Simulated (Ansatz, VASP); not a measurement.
# Two plane-wave programs on GaN

```
Ga N
1.0
     0.00000    2.29770    2.29770
     2.29770    0.00000    2.29770
     2.29770    2.29770    0.00000
Ga N
1 1
Direct
  0.00000 0.00000 0.00000
  0.25000 0.25000 0.25000
```

Alike in both runs: task single point; functional r2SCAN; dispersion D4; k mesh 10 × 10 × 10; occupations fermi-dirac, width 0.05 eV; no spin polarisation.

```csv
,VASP,Ansatz
version,VASP 6.6.1,Ansatz 0.2.0
potentials or method,"VASP PAW PBE potentials, release 64 (Ga_d, N)",Ansatz PAW
plane-wave cutoff (eV),520,500
valence electrons in the cell,18,18
```

VASP gave:

```
gap on the k mesh at the Fermi level (eV) : 1.73
least direct gap on the mesh (eV)         : 1.73
pressure (GPa)                            : -11.8
```

Question: Estimate Ansatz's values.

Answer: gap on the k mesh at the Fermi level (eV): 1.74; least direct gap on the mesh (eV): 1.74; pressure (GPa): -12.7.

VASP's potentials were made for PBE, not for r2SCAN.
